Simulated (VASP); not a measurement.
# Hf in VASP: single point with PBEsol+D3(BJ)

Aim: the single point of Hf with PBEsol+D3(BJ).

Everything below comes from runs of VASP 6.6.1. Logs are shortened: lines on timing, memory, paths and dates and some standing lists are left out, and cuts for length are marked.

## (1) The cell of the first run

The cell holds a slab with vacuum, 3 atoms: a = 3.124 Å, b = 3.124 Å, c = 24.970 Å, α = 90.00°, β = 90.00°, γ = 120.00°.

## (2) Single point, PBEsol+D3(BJ)

The input, INCAR:

```
PREC = Accurate
ENCUT = 400
EDIFF = 1E-6
ISMEAR = 1
SIGMA = 0.1
LREAL = F
LASPH = T
NELM = 120
ALGO = Normal
ISIF = 2
LWAVE = F
LCHARG = F
LDIPOL = T
IDIPOL = 3
DIPOL = 0.5 0.5 0.377
GGA = PS
IVDW = 12
NBANDS = 22
GGA_COMPAT = F
NELMDL = -8
```

The input, KPOINTS:

```
Automatic mesh
0
Gamma
  12 12 1
```

The input, POSCAR:

```
Hf
1.0
    3.1238466767      0.0000000000      0.0000000000
   -1.5619233384      2.7053305796      0.0000000000
    0.0000000000      0.0000000000     24.9702564870
Hf
3
Direct
    0.6666666667      0.3333333333      0.2803335242
    0.3333333333      0.6666666667      0.3752849151
    0.6666666667      0.3333333333      0.4751310281
```

Potentials or basis: VASP PAW PBE potentials, release 64 (Hf_pv).

Command:

```sh
$ cat potpaw_PBE.64/Hf_pv/POTCAR > POTCAR
$ mpirun -np 1 vasp_std > vasp.out
```

OUTCAR:

```text
PREC = Accurate
   ENCUT = 400
   EDIFF = 1E-6
   ISMEAR = 1
   LREAL = F
   LASPH = T
   NELM = 120
   ISIF = 2
   GGA = PS
   IVDW = 12
   NELMDL = -8
 IVDW          = 12

 ion  position               nearest neighbor table
   1  0.667  0.333  0.280-   2 2.98   2 2.98   2 2.98
   2  0.333  0.667  0.375-   1 2.98   1 2.98   1 2.98   3 3.08   3 3.08   3 3.08
   3  0.667  0.333  0.475-   2 3.08   2 3.08   2 3.08

  LATTYP: Found a hexagonal cell.
 ALAT       =     3.1238466767
 C/A-ratio  =     7.9934321595

  Lattice vectors:

 A1 = (   3.1238466767,   0.0000000000,   0.0000000000)
 A2 = (  -1.5619233384,   2.7053305796,   0.0000000000)
 A3 = (   0.0000000000,   0.0000000000,  24.9702564870)

Analysis of symmetry for initial positions (statically):
=====================================================================
 Subroutine PRICEL returns:
 Original cell was already a primitive cell.

 Routine SETGRP: Setting up the symmetry group for a
 hexagonal supercell.

 Subroutine GETGRP returns: Found  6 space group operations
 (whereof  6 operations were pure point group operations)
 out of a pool of 24 trial point group operations.

The static configuration has the point symmetry C_3v.

Analysis of symmetry for dynamics (positions and initial velocities):
=====================================================================
 Subroutine PRICEL returns:
 Original cell was already a primitive cell.

 Routine SETGRP: Setting up the symmetry group for a
 hexagonal supercell.

 Subroutine GETGRP returns: Found  6 space group operations
 (whereof  6 operations were pure point group operations)
 out of a pool of 24 trial point group operations.

The dynamic configuration has the point symmetry C_3v.

 Subroutine INISYM returns: Found  6 space group operations
 (whereof  6 operations are pure point group operations),
 and found     1 'primitive' translations

----------------------------------------------------------------------------------------

                                     Primitive cell

  volume of cell :     211.0246

  direct lattice vectors                    reciprocal lattice vectors
     3.123846677  0.000000000  0.000000000     0.320118144  0.184820297  0.000000000
    -1.561923338  2.705330580  0.000000000     0.000000000  0.369640593  0.000000000
     0.000000000  0.000000000 24.970256487     0.000000000  0.000000000  0.040047646

  length of vectors
     3.123846677  3.123846677 24.970256487     0.369640593  0.369640593  0.040047646

  position of ions in fractional coordinates (direct lattice)
     0.666666667  0.333333333  0.280333524
     0.333333333  0.666666667  0.375284915
     0.666666667  0.333333333  0.475131028

  ion indices of the primitive-cell ions
   primitive index   ion index
                 1           1
                 2           2
                 3           3

----------------------------------------------------------------------------------------

 KPOINTS: Automatic mesh

Automatic generation of k-mesh.
 Grid dimensions read from file:
 generate k-points for:   12   12    1

 Generating k-lattice:

  Cartesian coordinates                     Fractional coordinates (reciprocal lattice)
     0.026676512  0.015401691  0.000000000     0.083333333 -0.000000000  0.000000000
     0.000000000  0.030803383  0.000000000     0.000000000  0.083333333  0.000000000
     0.000000000  0.000000000  0.040047646     0.000000000  0.000000000  1.000000000

  Length of vectors
     0.030803383  0.030803383  0.040047646

  Shift w.r.t. Gamma in fractional coordinates (k-lattice)
     0.000000000  0.000000000  0.000000000

 Subroutine IBZKPT returns following result:
 ===========================================

 Found     19 irreducible k-points:

 Following reciprocal coordinates:
            Coordinates               Weight
  0.000000  0.000000  0.000000      1.000000
  0.083333  0.000000  0.000000      6.000000
  0.166667  0.000000  0.000000      6.000000
  0.250000  0.000000  0.000000      6.000000
  0.333333  0.000000  0.000000      6.000000
  0.416667  0.000000  0.000000      6.000000
[... 11 lines left out ...]
  0.333333  0.250000  0.000000     12.000000
  0.333333  0.333333  0.000000      2.000000
   k-points           NKPTS =     19   k-points in BZ     NKDIM =     19   number of bands    NBANDS=     22
   number of dos      NEDOS =    301   number of ions     NIONS =      3
   total plane-waves  NPLWV =  67200
   dimension x,y,z NGX =    20 NGY =   20 NGZ =  168
   dimension x,y,z NGXF=    40 NGYF=   40 NGZF=  336
   ions per type =               3
   NGX,Y,Z   is equivalent  to a cutoff of  10.64, 10.64, 11.19 a.u.
   NGXF,Y,Z  is equivalent  to a cutoff of  21.29, 21.29, 22.37 a.u.
 SYSTEM =  unknown system
   PREC   = accura    normal or accurate (medium, high low for compatibility)
   ISTART =      0    job   : 0-new  1-cont  2-samecut
   ICHARG =      2    charge: 1-file 2-atom 10-const
   ISPIN  =      1    spin polarized calculation?
   LNONCOLLINEAR =      F non collinear calculations
   LSORBIT =      F    spin-orbit coupling
   LASPH  =      T    aspherical Exc in radial PAW
   ENCUT  =  400.0 eV  29.40 Ry    5.42 a.u.   5.09  5.09 40.72*2*pi/ulx,y,z
   NELM   =    120;   NELMIN=  2; NELMDL= -8     # of ELM steps
   EDIFF  = 0.1E-05   stopping-criterion for ELM
   LREAL  =      F    real-space projection
   EDIFFG = 0.1E-04   stopping-criterion for IOM
   NSW    =      0    number of steps for IOM
   IBRION =     -1    ionic relax: 0-MD 1-quasi-New 2-CG
   NFREE  =      0    steps in history (QN), initial steepest desc. (CG)
   ISIF   =      2    stress and relaxation
   ISYM   =      2    0-nonsym 1-usesym 2-fastsym
   POTIM  = 0.5000    time-step for ionic-motion
   TEBEG  =    0.0;   TEEND  =   0.0 temperature during run
   PSTRESS=    0.0 pullay stress
   NELECT =      30.0000    total number of electrons
   NUPDOWN=      -1.0000    fix difference up-down
   EMIN   =  10.00;   EMAX   =-10.00  energy-range for DOS
   EFERMI =   0.00;   METHOD = LEGACY
   ISMEAR =     1;   SIGMA  =   0.10  broadening in eV -4-tet -1-fermi 0-gaus
   EFERMI_NEDOS =   21; number of points for ismear=-14 and -15
   IALGO  =     38    algorithm
   IMIX   =      4    mixing-type and parameters
     AMIX     =   0.40;   BMIX     =  1.00
     AMIX_MAG =   1.60;   BMIX_MAG =  1.00
  volume/ion in A,a.u.               =      70.34       474.69
  Fermi-wavevector in a.u.,A,eV,Ry     =   0.854419  1.614618  9.932686  0.730032
  Thomas-Fermi vector in A             =   1.971012
   LORBIT       =      0    0 simple, 1 ext, 2 COOP (PROOUT), +10 PAW based schemes
   GGA     = PS    functional components
   LHFCALC =     F    Hartree Fock is set to
   AEXX    =    0.0000 exact exchange contribution
   IVDW    =    12    specifies the selected vdW correction
   LEPSILON=     F    determine dielectric tensor
   LRPA    =     F    only Hartree local field effects (RPA)
 non-spin polarized calculation
 Methfessel and Paxton  Order N= 1 SIGMA  =   0.10
  energy-cutoff  :      400.00
  volume of cell :      211.02
 maximum number of plane-waves:      3869
   NGX = 11   NGY = 11   NGZ = 81

 dipolmoment           0.000000      0.000000      0.007191 electrons x Angstroem

 number of electron      29.9999993 magnetization

 dipolmoment           0.000000      0.000000     -0.002992 electrons x Angstroem

 Free energy of the ion-electron system (eV)
  ---------------------------------------------------
  ext. energy  EPLUGINS =         0.00000000
  ---------------------------------------------------
  free energy    TOTEN  =       -29.44037571 eV

  energy without entropy =      -29.43927004  energy(sigma->0) =      -29.44000715

 E-fermi :  -1.4358     XC(G=0):  -4.3454

 val. band max:       -1.4385883990   @ k =   0.4167   0.0833   0.0000
 cond. band min:      -1.4299153329   @ k =   0.4167   0.0000   0.0000
 fundamental gap:      0.0086730662
 Fermi energy:        -1.4357749968

 k-point     1 :       0.0000    0.0000    0.0000
  band No.  band energies     occupation
      1     -32.3178      2.00000
      2     -32.1147      2.00000
      3     -31.6239      2.00000
      4     -31.6239      2.00000
      5     -31.5836      2.00000
      6     -31.5836      2.00000
[... 14 lines left out ...]
     21       0.4192     -0.00000
     22       0.4192     -0.00000

 k-point     2 :       0.0833    0.0000    0.0000
  band No.  band energies     occupation
      1     -32.3026      2.00000
      2     -32.1121      2.00000
      3     -31.6752      2.00000
      4     -31.6398      2.00000
      5     -31.6355      2.00000
      6     -31.5956      2.00000
[... 14 lines left out ...]
     21       0.3965     -0.00000
     22       0.6062      0.00000

 k-point     3 :       0.1667    0.0000    0.0000
  band No.  band energies     occupation
      1     -32.2613      2.00000
      2     -32.1076      2.00000
      3     -31.8117      2.00000
      4     -31.7800      2.00000
      5     -31.6672      2.00000
      6     -31.6279      2.00000
[... 14 lines left out ...]
     21       0.5729      0.00000
     22       1.1461      0.00000

 k-point     4 :       0.2500    0.0000    0.0000
  band No.  band energies     occupation
      1     -32.2100      2.00000
      2     -32.1112      2.00000
      3     -31.9842      2.00000
      4     -31.9566      2.00000
      5     -31.7102      2.00000
      6     -31.6715      2.00000
[... 14 lines left out ...]
     21       1.2640      0.00000
     22       1.4466      0.00000

 k-point     5 :       0.3333    0.0000    0.0000
  band No.  band energies     occupation
      1     -32.2225      2.00000
      2     -32.1597      2.00000
      3     -32.1093      2.00000
      4     -32.0698      2.00000
      5     -31.7530      2.00000
      6     -31.7145      2.00000
[... 14 lines left out ...]
     21       1.6302      0.00000
     22       1.7168      0.00000

 k-point     6 :       0.4167    0.0000    0.0000
  band No.  band energies     occupation
      1     -32.3195      2.00000
      2     -32.2715      2.00000
      3     -32.1472      2.00000
      4     -32.0480      2.00000
      5     -31.7842      2.00000
      6     -31.7456      2.00000
[... 14 lines left out ...]
     21       2.0781      0.00000
     22       2.2549      0.00000

 k-point     7 :       0.5000    0.0000    0.0000
  band No.  band energies     occupation
      1     -32.3606      2.00000
      2     -32.3154      2.00000
      3     -32.1625      2.00000
      4     -32.0322      2.00000
      5     -31.7956      2.00000
      6     -31.7569      2.00000
[... 199 lines left out ...]
      6     -31.8654      2.00000
[... 14 lines left out ...]
     21       2.1604      0.00000
     22       2.3513      0.00000

 k-point    16 :       0.4167    0.1667    0.0000
  band No.  band energies     occupation
      1     -32.2998      2.00000
      2     -32.2582      2.00000
      3     -32.1389      2.00000
      4     -32.0174      2.00000
      5     -31.9119      2.00000
      6     -31.8850      2.00000
[... 14 lines left out ...]
     21       2.4691      0.00000
     22       2.7582      0.00000

 k-point    17 :       0.2500    0.2500    0.0000
  band No.  band energies     occupation
      1     -32.2326      2.00000
      2     -32.1801      2.00000
      3     -32.1300      2.00000
      4     -32.0299      2.00000
      5     -31.9344      2.00000
      6     -31.9138      2.00000
[... 14 lines left out ...]
     21       1.9932      0.00000
     22       2.1407      0.00000

 k-point    18 :       0.3333    0.2500    0.0000
  band No.  band energies     occupation
      1     -32.2331      2.00000
      2     -32.1922      2.00000
      3     -32.1252      2.00000
      4     -32.0161      2.00000
      5     -32.0027      2.00000
      6     -31.9849      2.00000
[... 14 lines left out ...]
     21       2.4601      0.00000
     22       2.6385      0.00000

 k-point    19 :       0.3333    0.3333    0.0000
  band No.  band energies     occupation
      1     -32.1732      2.00000
      2     -32.1297      2.00000
      3     -32.1198      2.00000
      4     -32.0933      2.00000
      5     -32.0867      2.00000
      6     -31.9963      2.00000
[... 14 lines left out ...]
     21       2.5352      0.00000
     22       2.9203      0.00000

------------------------ aborting loop because EDIFF is reached ----------------------------------------

 vacuum level on the upper side and lower side of the slab       (xc-potential included)        -0.044         0.018

 Edisp (eV)   -0.98047

 E8    (eV) :    -0.7581

  FORCE on cell =-STRESS in cart. coord.  units (eV):
  Direction    XX          YY          ZZ          XY          YZ          ZX
  --------------------------------------------------------------------------------------
  -------------------------------------------------------------------------------------
  Total      -2.46789    -2.46789    -0.64565     0.00000     0.00000    -0.00000
  in kB     -18.73714   -18.73714    -4.90201     0.00000     0.00000    -0.00000
  external pressure =      -14.13 kB  Pullay stress =        0.00 kB

 VOLUME and BASIS-vectors are now :
 -----------------------------------------------------------------------------
  energy-cutoff  :      400.00
  volume of cell :      211.02
      direct lattice vectors                 reciprocal lattice vectors
     3.123846677  0.000000000  0.000000000     0.320118144  0.184820297  0.000000000
    -1.561923338  2.705330580  0.000000000     0.000000000  0.369640593  0.000000000
     0.000000000  0.000000000 24.970256487     0.000000000  0.000000000  0.040047646

 POSITION                                       TOTAL-FORCE (eV/Angst)
 -----------------------------------------------------------------------------------
      1.56192      0.90178      7.00000        -0.000000      0.000000     -0.102608
     -0.00000      1.80355      9.37096         0.000000     -0.000000      0.441191
      1.56192      0.90178     11.86414        -0.000000     -0.000000     -0.338583
 -----------------------------------------------------------------------------------
    total drift:                               -0.000000      0.000000     -0.009710

  FREE ENERGIE OF THE ION-ELECTRON SYSTEM (eV)
  ---------------------------------------------------
  free  energy   TOTEN  =       -30.4208469911 eV

  energy  without entropy=      -30.4197413189  energy(sigma->0) =      -30.42047843

 vacuum level on the upper side and lower side of the slab         2.914         2.981
```

It took 2.5 min on 1 thread of Intel Xeon 8259CL, shared host; peak memory 0.23 GiB.

Results:

* Free energy: -30.4208 eV
* Largest force: 0.441 eV/Å
* Band gap on the k mesh: zero (bands 15 and 16 overlap by 1.21 eV)
* Dispersion energy per atom: -0.327 eV

Forces on the atoms (eV/Å):
```
Hf   0.000  0.000 -0.103
Hf   0.000  0.000  0.441
Hf   0.000  0.000 -0.339
```

Caveat: the PAW data sets were made with another functional, which shifts forces and pressure a little; spin-orbit coupling is left out, which moves the levels of the heavy elements.
